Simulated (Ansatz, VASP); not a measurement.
## TiAlC4N4: VASP beside Ansatz

```
Ti Al C N
1.0
     5.85491    0.00000    0.00000
     0.00000    5.85491    0.00000
     0.00000    0.00000    5.85491
Ti Al C N
1 1 4 4
Direct
  0.00000 0.00000 0.00000
  0.50000 0.50000 0.50000
  0.19111 0.19111 0.19111
  0.19111 0.80889 0.80889
  0.80889 0.19111 0.80889
  0.80889 0.80889 0.19111
  0.30648 0.30648 0.30648
  0.30648 0.69352 0.69352
  0.69352 0.30648 0.69352
  0.69352 0.69352 0.30648
```

Alike in both runs: task single point; functional PBE; k mesh 4 × 4 × 4; occupations gaussian, width 0.1 eV; collinear spin.

|  | VASP | Ansatz |
| --- | --- | --- |
| version | VASP 6.6.1 | Ansatz 0.2.0 |
| potentials or method | VASP PAW PBE potentials, release 64 (Ti_sv, Al, C, N), cutoff 520 eV | scalar-relativistic, plane waves, PAW |
| valence electrons in the cell | 51 | 51 |

VASP gave:

```
gap on the k mesh at the Fermi level (eV)                     : none
pressure (GPa)                                                : 4.2
rms of the force components (eV/Å)                            : 1.569
net moment per atom (μB)                                      : 0.11
size of the moment on the site where the two differ most (μB) : 0.57
```

Q: Which values does Ansatz return?

A: gap on the k mesh at the Fermi level (eV): none; pressure (GPa): 4.0; rms of the force components (eV/Å): 1.442; net moment per atom (μB): 0.11; size of the moment on the site where the two differ most (μB): 0.39.

Site moments also hang on the region over which each program counts them. Atom by atom the forces differ by 0.199 eV/Å (rms over components). A gap of «none» marks a metal or a gap that the smearing closes.

Noted on VASP's run: the standard files for N, O and F lose accuracy on very short bonds.
